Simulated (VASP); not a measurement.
# NdAs3Pb2 (P6/mmm) in VASP: further runs

Runs on NdAs3Pb2. Level: PBE. Tasks: single point.

All numbers are computed with VASP 6.6.1; they aren't measurements. Logs are shortened: lines on timing, memory, paths and dates and some standing lists are left out, and cuts for length are marked.

### 1 The cell of the first run

It takes space group P6/mmm (No. 191, hexagonal). Conventional cell: a = 5.523 Å, b = 5.523 Å, c = 6.109 Å, α = 90.00°, β = 90.00°, γ = 120.00°. Nd (site symmetry 6/mmm) has 8 As at 3.05 to 3.19 Å within 4.0 Å. As (site symmetry -6m2) has 2 Pb at 3.05 Å and 3 As at 3.19 Å and 3 Nd at 3.19 Å within 4.0 Å. Within 4.0 Å of As (site symmetry 6/mmm) lie 2 Nd at 3.05 Å and 6 Pb at 3.19 Å. Within 4.0 Å of Pb (site symmetry -6m2) lie 5 As at 3.05 to 3.19 Å and 3 Pb at 3.19 Å.

The cell was built from a structure type or drawn by symmetry, and may not be a known phase.

### 2 Single point, PBE

INCAR reads:

```
PREC     = Accurate       # precision mode
ENCUT    = 500            # plane-wave cutoff, eV
EDIFF    = 1E-6           # SCF threshold, eV
ISMEAR   = 0              # smearing method
SIGMA    = 0.1            # smearing width, eV
LREAL    = False          # projectors in reciprocal space
LASPH    = True           # aspherical terms in the spheres
NELM     = 200            # most SCF steps
ALGO     = Normal         # electronic algorithm
ISIF     = 2              # what is computed and relaxed
LWAVE    = False          # write WAVECAR
LCHARG   = True           # write CHGCAR
GGA      = PE             # functional
LELF     = True           # ELF
LVHAR    = True         
NBANDS   = 36             # bands
GGA_COMPAT= False        
LMAXMIX  = 6              # l up to which the mixer works
```

KPOINTS reads:

```
Automatic mesh
0
Gamma
  6 6 4
```

POSCAR reads:

```
NdAs3Pb2
1.0
    5.5233506623      0.0000000000      0.0000000000
   -2.7616753312      4.7833619875      0.0000000000
    0.0000000000      0.0000000000      6.1085729744
Nd As Pb
1 3 2
Direct
    0.0000000000      0.0000000000      0.0000000000
    0.3333333333      0.6666666667      0.0000000000
    0.6666666667      0.3333333333      0.0000000000
    0.0000000000      0.0000000000      0.5000000000
    0.3333333333      0.6666666667      0.5000000000
    0.6666666667      0.3333333333      0.5000000000
```

Potentials or basis: VASP PAW PBE potentials, release 64 (Nd_3, As, Pb_d), 4f in core.

Command:

```
$ cat potpaw_PBE.64/Nd_3/POTCAR potpaw_PBE.64/As/POTCAR potpaw_PBE.64/Pb_d/POTCAR > POTCAR
$ mpirun -np 1 vasp_std > vasp.out
```

OUTCAR:

```text
PREC = Accurate
   ENCUT = 500
   EDIFF = 1E-6
   ISMEAR = 0
   LREAL = False
   LASPH = True
   NELM = 200
   ISIF = 2
   GGA = PE

 ion  position               nearest neighbor table
   1  0.000  0.000  0.000-   4 3.05   4 3.05   2 3.19   3 3.19   2 3.19   3 3.19   3 3.19   2 3.19

   2  0.333  0.667  0.000-   5 3.05   5 3.05   1 3.19   1 3.19   1 3.19
   3  0.667  0.333  0.000-   6 3.05   6 3.05   1 3.19   1 3.19   1 3.19
   4  0.000  0.000  0.500-   1 3.05   1 3.05   6 3.19   5 3.19   5 3.19   6 3.19   6 3.19   5 3.19

   5  0.333  0.667  0.500-   2 3.05   2 3.05   6 3.19   6 3.19   4 3.19   4 3.19   4 3.19   6 3.19

   6  0.667  0.333  0.500-   3 3.05   3 3.05   5 3.19   5 3.19   4 3.19   4 3.19   4 3.19   5 3.19

  LATTYP: Found a hexagonal cell.
 ALAT       =     5.5233506623
 C/A-ratio  =     1.1059542202

  Lattice vectors:

 A1 = (   5.5233506623,   0.0000000000,   0.0000000000)
 A2 = (  -2.7616753312,   4.7833619875,   0.0000000000)
 A3 = (   0.0000000000,   0.0000000000,   6.1085729744)

Analysis of symmetry for initial positions (statically):
=====================================================================
 Subroutine PRICEL returns:
 Original cell was already a primitive cell.

 Routine SETGRP: Setting up the symmetry group for a
 hexagonal supercell.

 Subroutine GETGRP returns: Found 24 space group operations
 (whereof 24 operations were pure point group operations)
 out of a pool of 24 trial point group operations.

The static configuration has the point symmetry D_6h.

Analysis of symmetry for dynamics (positions and initial velocities):
=====================================================================
 Subroutine PRICEL returns:
 Original cell was already a primitive cell.

 Routine SETGRP: Setting up the symmetry group for a
 hexagonal supercell.

 Subroutine GETGRP returns: Found 24 space group operations
 (whereof 24 operations were pure point group operations)
 out of a pool of 24 trial point group operations.

The dynamic configuration has the point symmetry D_6h.

 Subroutine INISYM returns: Found 24 space group operations
 (whereof 24 operations are pure point group operations),
 and found     1 'primitive' translations

----------------------------------------------------------------------------------------

                                     Primitive cell

  volume of cell :     161.3896

  direct lattice vectors                    reciprocal lattice vectors
     5.523350662  0.000000000  0.000000000     0.181049522  0.104528991  0.000000000
    -2.761675331  4.783361988  0.000000000     0.000000000  0.209057981  0.000000000
     0.000000000  0.000000000  6.108572974     0.000000000  0.000000000  0.163704355

  length of vectors
     5.523350662  5.523350662  6.108572974     0.209057981  0.209057981  0.163704355

  position of ions in fractional coordinates (direct lattice)
     0.000000000  0.000000000  0.000000000
     0.333333333  0.666666667  0.000000000
     0.666666667  0.333333333  0.000000000
     0.000000000  0.000000000  0.500000000
     0.333333333  0.666666667  0.500000000
     0.666666667  0.333333333  0.500000000

  ion indices of the primitive-cell ions
   primitive index   ion index
                 1           1
                 2           2
                 3           3
                 4           4
                 5           5
                 6           6

----------------------------------------------------------------------------------------

 KPOINTS: Automatic mesh

Automatic generation of k-mesh.
 Grid dimensions read from file:
 generate k-points for:    6    6    4

 Generating k-lattice:

  Cartesian coordinates                     Fractional coordinates (reciprocal lattice)
     0.030174920  0.017421498  0.000000000     0.166666667  0.000000000  0.000000000
     0.000000000  0.034842997  0.000000000     0.000000000  0.166666667  0.000000000
     0.000000000  0.000000000  0.040926089     0.000000000  0.000000000  0.250000000

  Length of vectors
     0.034842997  0.034842997  0.040926089

  Shift w.r.t. Gamma in fractional coordinates (k-lattice)
     0.000000000  0.000000000  0.000000000

 Subroutine IBZKPT returns following result:
 ===========================================

 Found     21 irreducible k-points:

 Following reciprocal coordinates:
            Coordinates               Weight
  0.000000  0.000000  0.000000      1.000000
  0.166667  0.000000  0.000000      6.000000
  0.333333 -0.000000  0.000000      6.000000
  0.500000  0.000000  0.000000      3.000000
  0.166667  0.166667  0.000000      6.000000
  0.333333  0.166667  0.000000     12.000000
[... 13 lines left out ...]
  0.333333  0.166667  0.500000     12.000000
  0.333333  0.333333  0.500000      2.000000
   k-points           NKPTS =     21   k-points in BZ     NKDIM =     21   number of bands    NBANDS=     36
   number of dos      NEDOS =    301   number of ions     NIONS =      6
   total plane-waves  NPLWV =  76800
   dimension x,y,z NGX =    40 NGY =   40 NGZ =   48
   dimension x,y,z NGXF=    80 NGYF=   80 NGZF=   96
   ions per type =               1   3   2
   NGX,Y,Z   is equivalent  to a cutoff of  12.04, 12.04, 13.06 a.u.
   NGXF,Y,Z  is equivalent  to a cutoff of  24.08, 24.08, 26.13 a.u.
 SYSTEM =  unknown system
   PREC   = accura    normal or accurate (medium, high low for compatibility)
   ISTART =      0    job   : 0-new  1-cont  2-samecut
   ICHARG =      2    charge: 1-file 2-atom 10-const
   ISPIN  =      1    spin polarized calculation?
   LNONCOLLINEAR =      F non collinear calculations
   LSORBIT =      F    spin-orbit coupling
   LASPH  =      T    aspherical Exc in radial PAW
   ENCUT  =  500.0 eV  36.75 Ry    6.06 a.u.  10.07 10.07 11.14*2*pi/ulx,y,z
   NELM   =    200;   NELMIN=  2; NELMDL= -5     # of ELM steps
   EDIFF  = 0.1E-05   stopping-criterion for ELM
   LREAL  =      F    real-space projection
   EDIFFG = 0.1E-04   stopping-criterion for IOM
   NSW    =      0    number of steps for IOM
   IBRION =     -1    ionic relax: 0-MD 1-quasi-New 2-CG
   NFREE  =      0    steps in history (QN), initial steepest desc. (CG)
   ISIF   =      2    stress and relaxation
   ISYM   =      2    0-nonsym 1-usesym 2-fastsym
   POTIM  = 0.5000    time-step for ionic-motion
   TEBEG  =    0.0;   TEEND  =   0.0 temperature during run
   PSTRESS=    0.0 pullay stress
   NELECT =      54.0000    total number of electrons
   NUPDOWN=      -1.0000    fix difference up-down
   EMIN   =  10.00;   EMAX   =-10.00  energy-range for DOS
   EFERMI =   0.00;   METHOD = LEGACY
   ISMEAR =     0;   SIGMA  =   0.10  broadening in eV -4-tet -1-fermi 0-gaus
   EFERMI_NEDOS =   21; number of points for ismear=-14 and -15
   IALGO  =     38    algorithm
   IMIX   =      4    mixing-type and parameters
     AMIX     =   0.40;   BMIX     =  1.00
     AMIX_MAG =   1.60;   BMIX_MAG =  1.00
  volume/ion in A,a.u.               =      26.90       181.52
  Fermi-wavevector in a.u.,A,eV,Ry     =   1.136530  2.147730 17.574649  1.291700
  Thomas-Fermi vector in A             =   2.273235
   LORBIT       =      0    0 simple, 1 ext, 2 COOP (PROOUT), +10 PAW based schemes
   GGA     = PE    functional components
   LHFCALC =     F    Hartree Fock is set to
   AEXX    =    0.0000 exact exchange contribution
   IVDW    =     0    specifies the selected vdW correction
   LEPSILON=     F    determine dielectric tensor
   LRPA    =     F    only Hartree local field effects (RPA)
 non-spin polarized calculation
 Gauss-broadening in eV      SIGMA  =   0.10
  energy-cutoff  :      500.00
  volume of cell :      161.39
 maximum number of plane-waves:      4128
   NGX = 21   NGY = 21   NGZ = 23

 number of electron      54.0000002 magnetization

 Free energy of the ion-electron system (eV)
  ---------------------------------------------------
  ext. energy  EPLUGINS =         0.00000000
  ---------------------------------------------------
  free energy    TOTEN  =       -27.44118215 eV

  energy without entropy =      -27.42548710  energy(sigma->0) =      -27.43333463

 E-fermi :   5.1114     XC(G=0):  -9.9529

 val. band max:        5.0945534034   @ k =   0.5000   0.0000   0.2500
 cond. band min:       5.1361835451   @ k =   0.5000   0.0000   0.0000
 fundamental gap:      0.0416301417
 Fermi energy:         5.1114474680

 k-point     1 :       0.0000    0.0000    0.0000
  band No.  band energies     occupation
      1     -32.7966      2.00000
      2     -13.9515      2.00000
      3     -13.9105      2.00000
      4     -13.9105      2.00000
      5     -11.8752      2.00000
      6     -11.8273      2.00000
[... 28 lines left out ...]
     35      10.2510      0.00000
     36      10.2512      0.00000

 k-point     2 :       0.1667    0.0000    0.0000
  band No.  band energies     occupation
      1     -32.7965      2.00000
      2     -13.9511      2.00000
      3     -13.9222      2.00000
      4     -13.9124      2.00000
      5     -11.8803      2.00000
      6     -11.8641      2.00000
[... 28 lines left out ...]
     35      10.4141      0.00000
     36      10.5444      0.00000

 k-point     3 :       0.3333   -0.0000    0.0000
  band No.  band energies     occupation
      1     -32.7962      2.00000
      2     -13.9503      2.00000
      3     -13.9453      2.00000
      4     -13.9162      2.00000
      5     -11.9228      2.00000
      6     -11.9122      2.00000
[... 28 lines left out ...]
     35       9.5254      0.00000
     36      10.3781      0.00000

 k-point     4 :       0.5000    0.0000    0.0000
  band No.  band energies     occupation
      1     -32.7961      2.00000
      2     -13.9567      2.00000
      3     -13.9499      2.00000
      4     -13.9181      2.00000
      5     -11.9440      2.00000
      6     -11.9309      2.00000
[... 28 lines left out ...]
     35       9.4996      0.00000
     36      10.1660      0.00000

 k-point     5 :       0.1667    0.1667    0.0000
  band No.  band energies     occupation
      1     -32.7963      2.00000
      2     -13.9505      2.00000
      3     -13.9372      2.00000
      4     -13.9177      2.00000
      5     -11.9289      2.00000
      6     -11.8758      2.00000
[... 538 lines left out ...]
 k-point    19 :       0.1667    0.1667    0.5000
  band No.  band energies     occupation
      1     -32.7963      2.00000
      2     -13.9690      2.00000
      3     -13.9361      2.00000
      4     -13.9174      2.00000
      5     -11.9278      2.00000
      6     -11.8754      2.00000
[... 28 lines left out ...]
     35       8.9185      0.00000
     36       9.5460      0.00000

 k-point    20 :       0.3333    0.1667    0.5000
  band No.  band energies     occupation
      1     -32.7961      2.00000
      2     -13.9679      2.00000
      3     -13.9489      2.00000
      4     -13.9243      2.00000
      5     -11.9708      2.00000
      6     -11.8901      2.00000
[... 28 lines left out ...]
     35       8.9113      0.00000
     36       9.1300      0.00000

 k-point    21 :       0.3333    0.3333    0.5000
  band No.  band energies     occupation
      1     -32.7961      2.00000
      2     -13.9675      2.00000
      3     -13.9399      2.00000
      4     -13.9399      2.00000
      5     -11.9930      2.00000
      6     -11.8624      2.00000
[... 28 lines left out ...]
     35       8.8721      0.00000
     36       9.2832      0.00000

------------------------ aborting loop because EDIFF is reached ----------------------------------------

  FORCE on cell =-STRESS in cart. coord.  units (eV):
  Direction    XX          YY          ZZ          XY          YZ          ZX
  --------------------------------------------------------------------------------------
  -------------------------------------------------------------------------------------
  Total        0.1361215      0.1361215      0.0716967     -0.0000000     -0.0000000      0.0000000
  in kB        1.3513311      1.3513311      0.7117610     -0.0000000     -0.0000000      0.0000000
  external PRESSURE =       1.1381411 kB  Pullay stress =       0.0000000 kB

 VOLUME and BASIS-vectors are now :
 -----------------------------------------------------------------------------
  energy-cutoff  :      500.00
  volume of cell :      161.39
      direct lattice vectors                 reciprocal lattice vectors
     5.523350662  0.000000000  0.000000000     0.181049522  0.104528991  0.000000000
    -2.761675331  4.783361988  0.000000000     0.000000000  0.209057981  0.000000000
     0.000000000  0.000000000  6.108572974     0.000000000  0.000000000  0.163704355

 POSITION                                       TOTAL-FORCE (eV/Angst)
 -----------------------------------------------------------------------------------
      0.00000      0.00000      0.00000        -0.000000      0.000000      0.000000
     -0.00000      3.18891      0.00000        -0.000000      0.000000     -0.000000
      2.76168      1.59445      0.00000        -0.000000      0.000000      0.000000
      0.00000      0.00000      3.05429        -0.000000      0.000000      0.000000
     -0.00000      3.18891      3.05429         0.000000      0.000000      0.000000
      2.76168      1.59445      3.05429         0.000000     -0.000000      0.000000
 -----------------------------------------------------------------------------------
    total drift:                               -0.000000      0.000000      0.000000

  FREE ENERGIE OF THE ION-ELECTRON SYSTEM (eV)
  ---------------------------------------------------
  free  energy   TOTEN  =       -27.4411821488 eV

  energy  without entropy=      -27.4254871044  energy(sigma->0) =      -27.43333463
```

Wall time 2.1 min (1 thread of Intel Xeon Platinum 8259CL at 2.50GHz (Skylake/Cascade Lake), shared host); peak memory 0.32 GiB.

What came out:

* Free energy: -27.4412 eV
* Pressure: 0.1 GPa
* Band gap on the k mesh: zero (bands 27 and 28 overlap by 1.02 eV)

Caveat: spin-orbit coupling is left out, which moves the levels of the heavy elements; the 4f electrons are frozen in the core, so they carry no moment and show no levels.

[end of part 1 of 2]
